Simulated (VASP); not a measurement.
# HfN (Fm-3m) in VASP: a series of runs

HfN is run at these levels: PBEsol, PBEsol+D3(BJ); tasks: single point.

Everything below comes from runs of VASP 6.6.1. Logs are shortened: lines on timing, memory, paths and dates and some standing lists are left out, and cuts for length are marked.

### 1 The cell of the first run

The structure is cubic, space group Fm-3m (No. 225). Conventional cell: a = 4.502 Å, b = 4.502 Å, c = 4.502 Å, α = 90.00°, β = 90.00°, γ = 90.00°. Within 3.0 Å of Hf (site symmetry m-3m) lie 6 N at 2.25 Å. N (site symmetry m-3m) has 6 Hf at 2.25 Å within 3.0 Å.

### 2 Single point, PBEsol

File INCAR:

```
SYSTEM = HfN
PREC = Accurate
ENCUT = 520
EDIFF = 1E-6
ISMEAR = -1
SIGMA = 0.08
LREAL = .False.
LASPH = .True.
NELM = 60
ALGO = Normal
ISIF = 2
LWAVE = .False.
LCHARG = .False.
GGA = PS
NBANDS = 14
```

File KPOINTS:

```
regular mesh
0
Gamma
  14 14 14
  0 0 0
```

File POSCAR:

```
HfN
1.0
    0.0000000000      2.2510434732      2.2510434732
    2.2510434732      0.0000000000      2.2510434732
    2.2510434732      2.2510434732      0.0000000000
Hf N
1 1
Direct
    0.0000000000      0.0000000000      0.0000000000
    0.5000000000      0.5000000000      0.5000000000
```

Potentials or basis: VASP PAW PBE potentials, release 64 (Hf_pv, N).

Run with:

```bash
$ cat potpaw_PBE.64/Hf_pv/POTCAR potpaw_PBE.64/N/POTCAR > POTCAR
$ mpirun -np 1 vasp_std > vasp.out
```

OUTCAR:

```text
SYSTEM = HfN
   PREC = Accurate
   ENCUT = 520
   EDIFF = 1E-6
   ISMEAR = -1
   LREAL = .False.
   LASPH = .True.
   NELM = 60
   ISIF = 2
   GGA = PS

 ion  position               nearest neighbor table
   1  0.000  0.000  0.000-   2 2.25   2 2.25   2 2.25   2 2.25   2 2.25   2 2.25
   2  0.500  0.500  0.500-   1 2.25   1 2.25   1 2.25   1 2.25   1 2.25   1 2.25

  LATTYP: Found a face centered cubic cell.
 ALAT       =     4.5020869464

  Lattice vectors:

 A1 = (   0.0000000000,   2.2510434732,   2.2510434732)
 A2 = (   2.2510434732,   0.0000000000,   2.2510434732)
 A3 = (   2.2510434732,   2.2510434732,   0.0000000000)

Analysis of symmetry for initial positions (statically):
=====================================================================
 Subroutine PRICEL returns:
 Original cell was already a primitive cell.

 Routine SETGRP: Setting up the symmetry group for a
 face centered cubic supercell.

 Subroutine GETGRP returns: Found 48 space group operations
[... 9 lines left out ...]

 Routine SETGRP: Setting up the symmetry group for a
 face centered cubic supercell.

 Subroutine GETGRP returns: Found 48 space group operations
[... 11 lines left out ...]
                                     Primitive cell

  volume of cell :      22.8130

  direct lattice vectors                    reciprocal lattice vectors
     0.000000000  2.251043473  2.251043473    -0.222119211  0.222119211  0.222119211
     2.251043473  0.000000000  2.251043473     0.222119211 -0.222119211  0.222119211
     2.251043473  2.251043473  0.000000000     0.222119211  0.222119211 -0.222119211

  length of vectors
     3.183456209  3.183456209  3.183456209     0.384721759  0.384721759  0.384721759

  position of ions in fractional coordinates (direct lattice)
     0.000000000  0.000000000  0.000000000
     0.500000000  0.500000000  0.500000000

  ion indices of the primitive-cell ions
   primitive index   ion index
                 1           1
                 2           2

----------------------------------------------------------------------------------------

 KPOINTS: regular mesh

Automatic generation of k-mesh.
 Grid dimensions read from file:
 generate k-points for:   14   14   14

 Generating k-lattice:

  Cartesian coordinates                     Fractional coordinates (reciprocal lattice)
    -0.015865658  0.015865658  0.015865658     0.071428571  0.000000000  0.000000000
     0.015865658 -0.015865658  0.015865658     0.000000000  0.071428571  0.000000000
     0.015865658  0.015865658 -0.015865658     0.000000000  0.000000000  0.071428571
[... 65 lines left out ...]
   POTIM  = 0.5000    time-step for ionic-motion
   TEBEG  =    0.0;   TEEND  =   0.0 temperature during run
   PSTRESS=    0.0 pullay stress
   NELECT =      15.0000    total number of electrons
   NUPDOWN=      -1.0000    fix difference up-down
   EMIN   =  10.00;   EMAX   =-10.00  energy-range for DOS
   EFERMI =   0.00;   METHOD = LEGACY
   ISMEAR =    -1;   SIGMA  =   0.08  broadening in eV -4-tet -1-fermi 0-gaus
   EFERMI_NEDOS =   21; number of points for ismear=-14 and -15
   IALGO  =     38    algorithm
   IMIX   =      4    mixing-type and parameters
     AMIX     =   0.40;   BMIX     =  1.00
     AMIX_MAG =   1.60;   BMIX_MAG =  1.00
  volume/ion in A,a.u.               =      11.41        76.97
  Fermi-wavevector in a.u.,A,eV,Ry     =   1.423567  2.690152 27.572807  2.026544
  Thomas-Fermi vector in A             =   2.544151
   LORBIT       =      0    0 simple, 1 ext, 2 COOP (PROOUT), +10 PAW based schemes
   GGA     = PS    functional components
   LHFCALC =     F    Hartree Fock is set to
   AEXX    =    0.0000 exact exchange contribution
   IVDW    =     0    specifies the selected vdW correction
   LEPSILON=     F    determine dielectric tensor
   LRPA    =     F    only Hartree local field effects (RPA)
 non-spin polarized calculation
  energy-cutoff  :      520.00
  volume of cell :       22.81
 maximum number of plane-waves:       636
   NGX = 11   NGY = 11   NGZ = 11

 number of electron      15.0000001 magnetization

 Free energy of the ion-electron system (eV)
  ---------------------------------------------------
  ext. energy  EPLUGINS =         0.00000000
  ---------------------------------------------------
  free energy    TOTEN  =       -22.99617597 eV

  energy without entropy =      -22.98201001  energy(sigma->0) =      -22.98909299

 E-fermi :   8.2864     XC(G=0): -12.9493

 val. band max:        8.2609104654   @ k =   0.5000   0.2143   0.0000
 cond. band min:       8.3003796736   @ k =   0.1429   0.0000   0.0000
 fundamental gap:      0.0394692082
 Fermi energy:         8.2864003660

 k-point     1 :       0.0000    0.0000    0.0000
  band No.  band energies     occupation
      1     -22.7253      2.00000
      2     -22.7253      2.00000
      3     -22.7253      2.00000
      4      -9.2082      2.00000
      5       5.2971      2.00000
      6       5.2971      2.00000
      7       5.2971      2.00000
      8       7.9158      1.98073
      9       7.9158      1.98073
     10       7.9158      1.98073
     11      10.2066      0.00000
     12      10.2626      0.00000
     13      10.2626      0.00000
     14      17.8567      0.00000
[... 377 lines left out ...]
      1     -23.2352      2.00000
      2     -22.8423      2.00000
      3     -22.8265      2.00000
      4      -7.8995      2.00000
      5       1.5050      2.00000
      6       3.4852      2.00000
      7       3.8708      2.00000
      8       7.2109      2.00000
      9      10.7248      0.00000
     10      10.8408      0.00000
     11      12.2343      0.00000
     12      12.2855      0.00000
     13      15.9034      0.00000
     14      20.5894      0.00000

 [... further k-points ...]

------------------------ aborting loop because EDIFF is reached ----------------------------------------

  FORCE on cell =-STRESS in cart. coord.  units (eV):
  Direction    XX          YY          ZZ          XY          YZ          ZX
  --------------------------------------------------------------------------------------
  -------------------------------------------------------------------------------------
  Total       -0.3152639     -0.3152639     -0.3152639     -0.0000000      0.0000000      0.0000000
  in kB      -22.1413021    -22.1413021    -22.1413021     -0.0000000      0.0000000      0.0000000
  external PRESSURE =     -22.1413021 kB  Pullay stress =       0.0000000 kB

 VOLUME and BASIS-vectors are now :
 -----------------------------------------------------------------------------
  energy-cutoff  :      520.00
  volume of cell :       22.81
      direct lattice vectors                 reciprocal lattice vectors
     0.000000000  2.251043473  2.251043473    -0.222119211  0.222119211  0.222119211
     2.251043473  0.000000000  2.251043473     0.222119211 -0.222119211  0.222119211
     2.251043473  2.251043473  0.000000000     0.222119211  0.222119211 -0.222119211

 POSITION                                       TOTAL-FORCE (eV/Angst)
 -----------------------------------------------------------------------------------
      0.00000      0.00000      0.00000        -0.000000     -0.000000      0.000000
      2.25104      2.25104      2.25104         0.000000      0.000000     -0.000000
 -----------------------------------------------------------------------------------
    total drift:                                0.000000     -0.000000     -0.000000

  FREE ENERGIE OF THE ION-ELECTRON SYSTEM (eV)
  ---------------------------------------------------
  free  energy   TOTEN  =       -22.9961759745 eV

  energy  without entropy=      -22.9820100065  energy(sigma->0) =      -22.98909299
```

Run time: 8.9 s. Hardware: 1 thread of Intel Xeon 6975P-C (Granite Rapids), shared host; peak memory 0.16 GiB.

Results:

| Quantity | Value |
| --- | --- |
| Free energy | -22.9962 eV |
| Pressure | -2.2 GPa |

Caveat: the PAW data sets were made with another functional, which shifts forces and pressure a little; spin-orbit coupling is left out, which moves the levels of the heavy elements.

### 3 Single point, PBEsol, non-collinear spin, zero start, spin-orbit coupling

File INCAR:

```
SYSTEM = HfN
ALGO = Normal
EDIFF = 1E-6
ENCUT = 520
GGA = PS
GGA_COMPAT = .FALSE.
ISIF = 2
ISMEAR = -1
LASPH = .TRUE.
LCHARG = .FALSE.
LMAXMIX = 4
LORBIT = 11
LORBMOM = .TRUE.
LREAL = .FALSE.
LSORBIT = .TRUE.
LWAVE = .FALSE.
MAGMOM = 0 0 0 0 0 0
NBANDS = 27
NELM = 150
PREC = Accurate
SIGMA = 0.08
```

File KPOINTS:

```
k-points
0
G
  14 14 14
  0 0 0
```

POSCAR is that of step 2.

Potentials or basis: VASP PAW PBE potentials, release 64 (Hf_pv, N).

Run with:

```bash
$ cat potpaw_PBE.64/Hf_pv/POTCAR potpaw_PBE.64/N/POTCAR > POTCAR
$ mpirun -np 1 vasp_ncl > vasp.out
```

It took 44 s on 1 thread of Intel Xeon 6975P-C (Granite Rapids), shared host; peak memory 0.26 GiB.

The run converged. Its results:

- Free energy: -23.6500 eV
- Pressure: -2.0 GPa
- Net moment: 0.00 μB per cell
- Valence electrons inside the program's atomic spheres: Hf 8.74; N 3.73

Moments on the atoms (μB; x, y, z):
```
Hf  0.00 0.00 0.00
N   0.00 0.00 0.00
```

Caveat: the PAW data sets were made with another functional, which shifts forces and pressure a little.

### 4 Single point, PBEsol+D3(BJ), non-collinear spin, zero start, spin-orbit coupling

File INCAR:

```
ALGO     = Normal         # electronic algorithm
EDIFF    = 1E-7           # SCF threshold, eV
ENCUT    = 520            # plane-wave cutoff, eV
GGA      = PS             # functional
GGA_COMPAT= False        
ISIF     = 2              # what is computed and relaxed
ISMEAR   = -1             # smearing method
IVDW     = 12             # dispersion correction
LASPH    = True           # aspherical terms in the spheres
LCHARG   = False          # write CHGCAR
LMAXMIX  = 4              # l up to which the mixer works
LORBIT   = 11             # projections on sites
LORBMOM  = True         
LREAL    = False          # projectors in reciprocal space
LSORBIT  = True           # spin-orbit coupling
LWAVE    = False          # write WAVECAR
MAGMOM   = 0 0 0 0 0 0    # initial moments
NBANDS   = 27             # bands
NELM     = 150            # most SCF steps
PREC     = Accurate       # precision mode
SIGMA    = 0.08           # smearing width, eV
```

File KPOINTS:

```
k-points
0
Gamma
  14 14 14
```

POSCAR is that of step 3.

Run with:

```bash
$ cat potpaw_PBE.64/Hf_pv/POTCAR potpaw_PBE.64/N/POTCAR > POTCAR
$ mpirun -np 1 vasp_ncl > vasp.out
```

It took 47 s on 1 thread of Intel Xeon 6975P-C (Granite Rapids), shared host; peak memory 0.27 GiB.

It converged, with:

| Quantity | Value |
| --- | --- |
| Free energy | -24.4346 eV |
| Pressure | -7.6 GPa |
| Net moment | 0.00 μB per cell |
| Valence electrons inside the program's atomic spheres | Hf 8.74; N 3.73 |
| Dispersion energy per atom | -0.392 eV |

Moments on the atoms (μB; x, y, z):
```
Hf  0.00 0.00 0.00
N   0.00 0.00 0.00
```

Caveat: the PAW data sets were made with another functional, which shifts forces and pressure a little.

### 5 Summary

```csv
level,spin,pressure (GPa),moment (μB)
PBEsol,off,-2.2,-
PBEsol,"non-collinear, zero start, SOC",-2.0,0.00
PBEsol+D3(BJ),"non-collinear, zero start, SOC",-7.6,0.00
```

Alike in all rows: task single point; potentials or basis VASP PAW PBE potentials, release 64 (Hf_pv, N); cell as given; k mesh 14 × 14 × 14; cutoff (eV) 520; smearing fermi-dirac 0.08 eV.

The pressure there spans -7.6 GPa (PBEsol+D3(BJ)) to -2.0 GPa (PBEsol); a positive pressure means that this level wants a larger cell, a negative one a smaller.

Caveats: the PAW data sets were made with another functional, which shifts forces and pressure a little; spin-orbit coupling is left out, which moves the levels of the heavy elements (some runs).

Absolute energies hang on the potentials; compare differences alone.
